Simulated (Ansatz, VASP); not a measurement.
One calculation of PtS2, two programs

Contents of INCAR:

```
SYSTEM = PtS2
ALGO = Normal
EDIFF = 1E-7
ENCUT = 520
ISIF = 2
ISMEAR = -1
LASPH = .TRUE.
LCHARG = .FALSE.
LREAL = .FALSE.
LWAVE = .FALSE.
NBANDS = 18
NELM = 80
PREC = Accurate
SIGMA = 0.05
```

Contents of KPOINTS:

```
k-points
0
G
  9 9 5
  0 0 0
```

POSCAR

```
PtS2
1.0
    3.4708695004      0.0000000000      0.0000000000
   -1.7354347502      3.0058611606      0.0000000000
    0.0000000000      0.0000000000      4.9359384846
Pt S
1 2
Direct
    0.0000000000      0.0000000000      0.0000000000
    0.6666666667      0.3333333333      0.7730000000
    0.3333333333      0.6666666667      0.2270000000
```

The input input.yaml:

```yaml
crystal:
  lattice:
    - [3.4708695004, 0.0, 0.0]
    - [-1.7354347502, 3.0058611606, 0.0]
    - [0.0, 0.0, 4.9359384846]
  atoms:
    - { symbol: Pt, position: [0.0, 0.0, 0.0] }
    - { symbol: S, position: [0.6666666667, 0.3333333333, 0.773] }
    - { symbol: S, position: [0.3333333333, 0.6666666667, 0.227] }
hamiltonian:
  xc: lda
  pseudopotentials: { kind: paw }
kpoints:
  mp_grid: { grid: [9, 9, 5] }
scf:
  occupations: { method: fermi_dirac, width: 0.05 }
output:
  forces: true
  stress: true
  eigenvalues: true
```

Alike in both runs: task single point; functional LDA; k mesh 9 × 9 × 5; occupations fermi-dirac, width 0.05 eV; no spin polarisation.

|  | VASP | Ansatz |
| --- | --- | --- |
| version | VASP 6.6.1 | Ansatz 0.2.0 |
| potentials or method | VASP PAW LDA potentials, release 64 (Pt, S) | Ansatz PAW |
| plane-wave cutoff (eV) | 520 | 420 |
| valence electrons in the cell | 22 | 30 |

|  | VASP | Ansatz | Ansatz less VASP |
| --- | --- | --- | --- |
| gap on the k mesh at the Fermi level (eV) | 0.98 | 0.96 | -0.014 |
| least direct gap on the mesh (eV) | 1.03 | 1.02 | -0.012 |
| pressure (GPa) | 15.2 | 15.3 | +0.08 |
| traceless stress, the component that is largest in VASP (GPa) | -3.91 | -3.94 | -0.029 |
| rms of the force components (eV/Å) | 0.868 | 0.869 | +0.0013 |

LDA's correlation is that of Perdew and Zunger in VASP and of Perdew and Wang (1992) in Ansatz. Atom by atom the forces differ by 0.001 eV/Å (rms over components). VASP's potentials hold 22 valence electrons a cell and Ansatz's 30, so a difference there can come from the potentials and not from the codes.

Neither program's run includes spin-orbit coupling. Noted on Ansatz's run: odd divisions of the mesh miss points on the zone boundary, where band edges often lie, so the gap on the mesh can be too wide.
